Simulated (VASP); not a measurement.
# BaTiO3 (Pm-3m) in VASP: a series of runs

BaTiO3 is run at these levels: r2SCAN; tasks: single point.

All numbers are computed with VASP 6.6.1; they aren't measurements. Logs are shortened: lines on timing, memory, paths and dates and some standing lists are left out, and cuts for length are marked.

**1. The cell of the first run**

Symmetry: Pm-3m, No. 221, cubic system. The conventional cell has a = 3.647 Å, b = 3.647 Å, c = 3.647 Å, α = 90.00°, β = 90.00°, γ = 90.00°. Within 3.4 Å of Ba (site symmetry m-3m) lie 12 O at 2.58 Å and 8 Ti at 3.16 Å. Ti (site symmetry m-3m) has 6 O at 1.82 Å within 2.4 Å. Within 2.4 Å of O (site symmetry 4/mmm) lie 2 Ti at 1.82 Å.

**2. Single point, r2SCAN**

POSCAR reads:

```
BaTiO3
1.0
    3.6468335212      0.0000000000      0.0000000000
    0.0000000000      3.6468335212      0.0000000000
    0.0000000000      0.0000000000      3.6468335212
Ba Ti O
1 1 3
Direct
    0.5000000000      0.5000000000      0.5000000000
    0.0000000000      0.0000000000      0.0000000000
    0.5000000000      0.0000000000      0.0000000000
    0.0000000000      0.5000000000      0.0000000000
    0.0000000000      0.0000000000      0.5000000000
```

INCAR.step1 reads:

```
  PREC = Accurate
  ENCUT = 520
  ISMEAR = 0
  SIGMA = 0.02
  LREAL = F
  LASPH = T
  NELM = 80
  NBANDS = 28
  GGA = PE
  ALGO = Normal
  EDIFF = 1E-4
  LWAVE = T
  LCHARG = F
```

INCAR.step2 reads:

```
  PREC = Accurate
  ENCUT = 520
  EDIFF = 1E-6
  ISMEAR = 0
  SIGMA = 0.02
  LREAL = F
  LASPH = T
  NELM = 80
  ALGO = Normal
  ISIF = 2
  LWAVE = F
  LCHARG = F
  METAGGA = R2SCAN
  LMIXTAU = T
  NBANDS = 28
  ISTART = 1
```

KPOINTS reads:

```
regular mesh
0
Gamma
  8 8 8
```

Potentials or basis: VASP PAW PBE potentials, release 64 (Ba_sv, Ti_sv, O).

On the command line:

```
cat potpaw_PBE.64/Ba_sv/POTCAR potpaw_PBE.64/Ti_sv/POTCAR potpaw_PBE.64/O/POTCAR > POTCAR
cp INCAR.step1 INCAR
mpirun -np 1 vasp_std > vasp.out
cp INCAR.step2 INCAR
mpirun -np 1 vasp_std > vasp.out
```

OUTCAR:

```text
PREC = Accurate
   ENCUT = 520
   EDIFF = 1E-6
   ISMEAR = 0
   LREAL = F
   LASPH = T
   NELM = 80
   ISIF = 2
   METAGGA = R2SCAN
   ISTART = 1

 ion  position               nearest neighbor table
   1  0.500  0.500  0.500-   3 2.58   4 2.58   5 2.58   3 2.58   4 2.58   3 2.58   5 2.58   3 2.58
                             4 2.58   5 2.58   4 2.58   5 2.58   2 3.16   2 3.16   2 3.16   2 3.16
   2  0.000  0.000  0.000-   3 1.82   4 1.82   5 1.82   5 1.82   4 1.82   3 1.82   1 3.16   1 3.16
                             1 3.16   1 3.16   1 3.16   1 3.16   1 3.16   1 3.16
   3  0.500  0.000  0.000-   2 1.82   2 1.82   1 2.58   1 2.58   1 2.58   1 2.58
   4  0.000  0.500  0.000-   2 1.82   2 1.82   1 2.58   1 2.58   1 2.58   1 2.58
   5  0.000  0.000  0.500-   2 1.82   2 1.82   1 2.58   1 2.58   1 2.58   1 2.58

  LATTYP: Found a simple cubic cell.
 ALAT       =     3.6468335212

  Lattice vectors:

 A1 = (   3.6468335212,   0.0000000000,   0.0000000000)
 A2 = (   0.0000000000,   3.6468335212,   0.0000000000)
 A3 = (   0.0000000000,   0.0000000000,   3.6468335212)

Analysis of symmetry for initial positions (statically):
=====================================================================
 Subroutine PRICEL returns:
 Original cell was already a primitive cell.

 Routine SETGRP: Setting up the symmetry group for a
 simple cubic supercell.

 Subroutine GETGRP returns: Found 48 space group operations
 (whereof 48 operations were pure point group operations)
 out of a pool of 48 trial point group operations.

The static configuration has the point symmetry O_h .

Analysis of symmetry for dynamics (positions and initial velocities):
=====================================================================
 Subroutine PRICEL returns:
 Original cell was already a primitive cell.

 Routine SETGRP: Setting up the symmetry group for a
 simple cubic supercell.

 Subroutine GETGRP returns: Found 48 space group operations
 (whereof 48 operations were pure point group operations)
 out of a pool of 48 trial point group operations.

The dynamic configuration has the point symmetry O_h .

 Subroutine INISYM returns: Found 48 space group operations
 (whereof 48 operations are pure point group operations),
 and found     1 'primitive' translations

----------------------------------------------------------------------------------------

                                     Primitive cell

  volume of cell :      48.5007

  direct lattice vectors                    reciprocal lattice vectors
     3.646833521  0.000000000  0.000000000     0.274210488  0.000000000  0.000000000
     0.000000000  3.646833521  0.000000000     0.000000000  0.274210488  0.000000000
     0.000000000  0.000000000  3.646833521     0.000000000  0.000000000  0.274210488

  length of vectors
     3.646833521  3.646833521  3.646833521     0.274210488  0.274210488  0.274210488

  position of ions in fractional coordinates (direct lattice)
     0.500000000  0.500000000  0.500000000
     0.000000000  0.000000000  0.000000000
     0.500000000  0.000000000  0.000000000
     0.000000000  0.500000000  0.000000000
     0.000000000  0.000000000  0.500000000

  ion indices of the primitive-cell ions
   primitive index   ion index
                 1           1
                 2           2
                 3           3
                 4           4
                 5           5

----------------------------------------------------------------------------------------

 KPOINTS: regular mesh

Automatic generation of k-mesh.
 Grid dimensions read from file:
 generate k-points for:    8    8    8

 Generating k-lattice:

  Cartesian coordinates                     Fractional coordinates (reciprocal lattice)
     0.034276311  0.000000000  0.000000000     0.125000000  0.000000000  0.000000000
     0.000000000  0.034276311  0.000000000     0.000000000  0.125000000  0.000000000
     0.000000000  0.000000000  0.034276311     0.000000000  0.000000000  0.125000000

  Length of vectors
     0.034276311  0.034276311  0.034276311

  Shift w.r.t. Gamma in fractional coordinates (k-lattice)
     0.000000000  0.000000000  0.000000000

 Subroutine IBZKPT returns following result:
 ===========================================

 Found     35 irreducible k-points:

 Following reciprocal coordinates:
            Coordinates               Weight
  0.000000  0.000000  0.000000      1.000000
  0.125000  0.000000  0.000000      6.000000
  0.250000  0.000000  0.000000      6.000000
  0.375000  0.000000  0.000000      6.000000
  0.500000  0.000000  0.000000      3.000000
  0.125000  0.125000  0.000000     12.000000
[... 16 lines left out ...]
  0.375000  0.375000  0.125000     24.000000
  0.500000  0.375000  0.125000     24.000000
 [... further k-points ...]
   k-points           NKPTS =     35   k-points in BZ     NKDIM =     35   number of bands    NBANDS=     28
   number of dos      NEDOS =    301   number of ions     NIONS =      5
   total plane-waves  NPLWV =  21952
   dimension x,y,z NGX =    28 NGY =   28 NGZ =   28
   dimension x,y,z NGXF=    56 NGYF=   56 NGZF=   56
   ions per type =               1   1   3
   NGX,Y,Z   is equivalent  to a cutoff of  12.76, 12.76, 12.76 a.u.
   NGXF,Y,Z  is equivalent  to a cutoff of  25.53, 25.53, 25.53 a.u.
 SYSTEM =  unknown system
   PREC   = accura    normal or accurate (medium, high low for compatibility)
   ISTART =      1    job   : 0-new  1-cont  2-samecut
   ICHARG =      0    charge: 1-file 2-atom 10-const
   ISPIN  =      1    spin polarized calculation?
   LNONCOLLINEAR =      F non collinear calculations
   LSORBIT =      F    spin-orbit coupling
   LASPH  =      T    aspherical Exc in radial PAW
   ENCUT  =  520.0 eV  38.22 Ry    6.18 a.u.   6.78  6.78  6.78*2*pi/ulx,y,z
   NELM   =     80;   NELMIN=  2; NELMDL=  0     # of ELM steps
   EDIFF  = 0.1E-05   stopping-criterion for ELM
   LREAL  =      F    real-space projection
   EDIFFG = 0.1E-04   stopping-criterion for IOM
   NSW    =      0    number of steps for IOM
   IBRION =     -1    ionic relax: 0-MD 1-quasi-New 2-CG
   NFREE  =      0    steps in history (QN), initial steepest desc. (CG)
   ISIF   =      2    stress and relaxation
   ISYM   =      2    0-nonsym 1-usesym 2-fastsym
   POTIM  = 0.5000    time-step for ionic-motion
   TEBEG  =    0.0;   TEEND  =   0.0 temperature during run
   PSTRESS=    0.0 pullay stress
   NELECT =      40.0000    total number of electrons
   NUPDOWN=      -1.0000    fix difference up-down
   EMIN   =  10.00;   EMAX   =-10.00  energy-range for DOS
   EFERMI =   0.00;   METHOD = LEGACY
   ISMEAR =     0;   SIGMA  =   0.02  broadening in eV -4-tet -1-fermi 0-gaus
   EFERMI_NEDOS =   21; number of points for ismear=-14 and -15
   IALGO  =     38    algorithm
   IMIX   =      4    mixing-type and parameters
     AMIX     =   0.40;   BMIX     =  1.00
     AMIX_MAG =   1.60;   BMIX_MAG =  1.00
  volume/ion in A,a.u.               =       9.70        65.46
  Fermi-wavevector in a.u.,A,eV,Ry     =   1.535249  2.901200 32.068799  2.356990
  Thomas-Fermi vector in A             =   2.642064
   LORBIT       =      0    0 simple, 1 ext, 2 COOP (PROOUT), +10 PAW based schemes
   METAGGA = R2SCAN    functional components
   LHFCALC =     F    Hartree Fock is set to
   AEXX    =    0.0000 exact exchange contribution
   IVDW    =     0    specifies the selected vdW correction
   LEPSILON=     F    determine dielectric tensor
   LRPA    =     F    only Hartree local field effects (RPA)
 non-spin polarized calculation
 Gauss-broadening in eV      SIGMA  =   0.02
  energy-cutoff  :      520.00
  volume of cell :       48.50
 maximum number of plane-waves:      1328
 NGX is ok and might be reduce to    28
   NGX = 13   NGY = 13   NGZ = 13

 number of electron      40.0000005 magnetization

 Free energy of the ion-electron system (eV)
  ---------------------------------------------------
  ext. energy  EPLUGINS =         0.00000000
  ---------------------------------------------------
  free energy    TOTEN  =       -70.53649703 eV

  energy without entropy =      -70.53649703  energy(sigma->0) =      -70.53649703

 E-fermi :   6.3555     XC(G=0): -13.5851

 val. band max:        6.2714998074   @ k =   0.0000   0.0000   0.0000
 cond. band min:       8.6880092673   @ k =   0.0000   0.0000   0.0000
 fundamental gap:      2.4165094599
 Fermi energy:         6.3554638079

 k-point     1 :       0.0000    0.0000    0.0000
  band No.  band energies     occupation
      1     -51.5249      2.00000
      2     -26.9346      2.00000
      3     -26.9346      2.00000
      4     -26.9346      2.00000
      5     -19.3029      2.00000
      6     -12.1676      2.00000
[... 20 lines left out ...]
     27      12.7046      0.00000
     28      16.9051      0.00000

 k-point     2 :       0.1250    0.0000    0.0000
  band No.  band energies     occupation
      1     -51.5241      2.00000
      2     -26.9700      2.00000
      3     -26.9333      2.00000
      4     -26.9333      2.00000
      5     -19.2273      2.00000
      6     -12.3526      2.00000
[... 20 lines left out ...]
     27      13.2895      0.00000
     28      16.7858      0.00000

 k-point     3 :       0.2500    0.0000    0.0000
  band No.  band energies     occupation
      1     -51.5221      2.00000
      2     -27.0535      2.00000
      3     -26.9299      2.00000
      4     -26.9299      2.00000
      5     -19.0348      2.00000
      6     -12.8120      2.00000
[... 20 lines left out ...]
     27      14.4495      0.00000
     28      16.4963      0.00000

 k-point     4 :       0.3750    0.0000    0.0000
  band No.  band energies     occupation
      1     -51.5202      2.00000
      2     -27.1349      2.00000
      3     -26.9266      2.00000
      4     -26.9266      2.00000
      5     -18.8243      2.00000
      6     -13.2663      2.00000
[... 578 lines left out ...]
     27      16.8404      0.00000
     28      17.2984      0.00000

 k-point    23 :       0.3750    0.3750    0.1250
  band No.  band energies     occupation
      1     -51.5147      2.00000
      2     -27.1166      2.00000
      3     -27.1128      2.00000
      4     -26.9516      2.00000
      5     -18.5324      2.00000
      6     -12.5375      2.00000
[... 20 lines left out ...]
     27      17.0683      0.00000
     28      17.5917      0.00000

 k-point    24 :       0.5000    0.3750    0.1250
  band No.  band energies     occupation
      1     -51.5139      2.00000
      2     -27.1461      2.00000
      3     -27.1118      2.00000
      4     -26.9502      2.00000
      5     -18.4861      2.00000
      6     -12.4942      2.00000
[... 20 lines left out ...]
     27      17.4256      0.00000
     28      17.8673      0.00000

 [... further k-points ...]

------------------------ aborting loop because EDIFF is reached ----------------------------------------

  FORCE on cell =-STRESS in cart. coord.  units (eV):
  Direction    XX          YY          ZZ          XY          YZ          ZX
  --------------------------------------------------------------------------------------
  -------------------------------------------------------------------------------------
  Total       28.9523139     28.9523139     28.9523139     -0.0000000      0.0000000     -0.0000000
  in kB      956.4142689    956.4142689    956.4142689     -0.0000000      0.0000000     -0.0000000
  external PRESSURE =     956.4142689 kB  Pullay stress =       0.0000000 kB

 VOLUME and BASIS-vectors are now :
 -----------------------------------------------------------------------------
  energy-cutoff  :      520.00
  volume of cell :       48.50
      direct lattice vectors                 reciprocal lattice vectors
     3.646833521  0.000000000  0.000000000     0.274210488  0.000000000  0.000000000
     0.000000000  3.646833521  0.000000000     0.000000000  0.274210488  0.000000000
     0.000000000  0.000000000  3.646833521     0.000000000  0.000000000  0.274210488

 POSITION                                       TOTAL-FORCE (eV/Angst)
 -----------------------------------------------------------------------------------
      1.82342      1.82342      1.82342         0.000000      0.000000      0.000000
      0.00000      0.00000      0.00000         0.000000      0.000000      0.000000
      1.82342      0.00000      0.00000         0.000000      0.000000      0.000000
      0.00000      1.82342      0.00000         0.000000      0.000000      0.000000
      0.00000      0.00000      1.82342         0.000000      0.000000      0.000000
 -----------------------------------------------------------------------------------
    total drift:                               -0.000000      0.000000     -0.000000

  FREE ENERGIE OF THE ION-ELECTRON SYSTEM (eV)
  ---------------------------------------------------
  free  energy   TOTEN  =       -70.5364970300 eV

  energy  without entropy=      -70.5364970300  energy(sigma->0) =      -70.53649703
```

Wall time 87 s (1 thread of Intel Xeon 6975P-C (Granite Rapids), shared host); peak memory 0.2 GiB.

What came out:

```yaml
Free_energy: -70.5365 eV
Pressure: 95.6 GPa
Band_gap_on_the_k_mesh: 2.42 eV
```

Levels at points of the mesh, in eV from the valence-band top:
```csv
k point,band 16,band 17,band 18,band 19,band 20,band 21,band 22,band 23,band 24,band 25
"(0.00, 0.00, 0.00)",-1.97,-1.97,0.00,0.00,0.00,2.42,2.42,2.42,5.43,5.43
"(0.50, 0.00, 0.00)",-2.48,-2.32,-2.32,-0.85,-0.85,2.74,5.24,5.24,6.25,8.66
"(0.50, 0.50, 0.00)",-4.16,-1.70,-0.77,-0.77,-0.44,5.27,5.27,5.80,7.67,10.11
"(0.50, 0.50, 0.50)",-2.18,-2.18,-0.30,-0.30,-0.30,6.38,6.38,6.38,8.61,8.61
```

Caveat: the cell stands under pressure; the PAW data sets were made with another functional, which shifts forces and pressure a little; spin-orbit coupling is left out, which moves the levels of the heavy elements. A k mesh can miss the band edges.

**3. Single point, r2SCAN**

POSCAR is that of step 2.

INCAR.step1 reads:

```
SYSTEM = BaTiO3
ALGO     = Normal         ! electronic algorithm
EDIFF    = 1E-4           ! SCF threshold, eV
ENCUT    = 520            ! plane-wave cutoff, eV
GGA      = PE             ! functional
ISMEAR   = 0              ! smearing method
LASPH    = .TRUE.         ! aspherical terms in the spheres
LCHARG   = .FALSE.        ! write CHGCAR
LREAL    = .FALSE.        ! projectors in reciprocal space
LWAVE    = .TRUE.         ! write WAVECAR
NBANDS   = 28             ! bands
NELM     = 80             ! most SCF steps
PREC     = Accurate       ! precision mode
SIGMA    = 0.02           ! smearing width, eV
```

INCAR.step2 reads:

```
SYSTEM = BaTiO3
ALGO     = Normal         ! electronic algorithm
EDIFF    = 1E-6           ! SCF threshold, eV
ENCUT    = 520            ! plane-wave cutoff, eV
ISIF     = 2              ! what is computed and relaxed
ISMEAR   = 0              ! smearing method
ISTART   = 1            
LASPH    = .TRUE.         ! aspherical terms in the spheres
LCHARG   = .FALSE.        ! write CHGCAR
LMIXTAU  = .TRUE.       
LREAL    = .FALSE.        ! projectors in reciprocal space
LWAVE    = .FALSE.        ! write WAVECAR
METAGGA  = R2SCAN         ! meta-GGA
NBANDS   = 28             ! bands
NELM     = 80             ! most SCF steps
PREC     = Accurate       ! precision mode
SIGMA    = 0.02           ! smearing width, eV
```

KPOINTS reads:

```
k-points
0
G
  8 8 8
  0 0 0
```

Potentials or basis: VASP PAW PBE potentials, release 64 (Ba_sv, Ti_sv, O).

On the command line:

```
cat potpaw_PBE.64/Ba_sv/POTCAR potpaw_PBE.64/Ti_sv/POTCAR potpaw_PBE.64/O/POTCAR > POTCAR
cp INCAR.step1 INCAR
mpirun -np 1 vasp_std > vasp.out
cp INCAR.step2 INCAR
mpirun -np 1 vasp_std > vasp.out
```

It took 87 s on 1 thread of Intel Xeon 6975P-C (Granite Rapids), shared host; peak memory 0.2 GiB.

The run converged. Its results:

```
Free energy            : -70.5365 eV
Pressure               : 95.6 GPa
Band gap on the k mesh : 2.42 eV
```

Levels at points of the mesh, in eV from the valence-band top:
```tsv
k point	band 16	band 17	band 18	band 19	band 20	band 21	band 22	band 23	band 24	band 25
(0.00, 0.00, 0.00)	-1.97	-1.97	0.00	0.00	0.00	2.42	2.42	2.42	5.43	5.43
(0.50, 0.00, 0.00)	-2.48	-2.32	-2.32	-0.85	-0.85	2.74	5.24	5.24	6.25	8.66
(0.50, 0.50, 0.00)	-4.16	-1.70	-0.77	-0.77	-0.44	5.27	5.27	5.80	7.67	10.11
(0.50, 0.50, 0.50)	-2.18	-2.18	-0.30	-0.30	-0.30	6.38	6.38	6.38	8.61	8.61
```

Caveat: the cell stands under pressure; the PAW data sets were made with another functional, which shifts forces and pressure a little; spin-orbit coupling is left out, which moves the levels of the heavy elements.
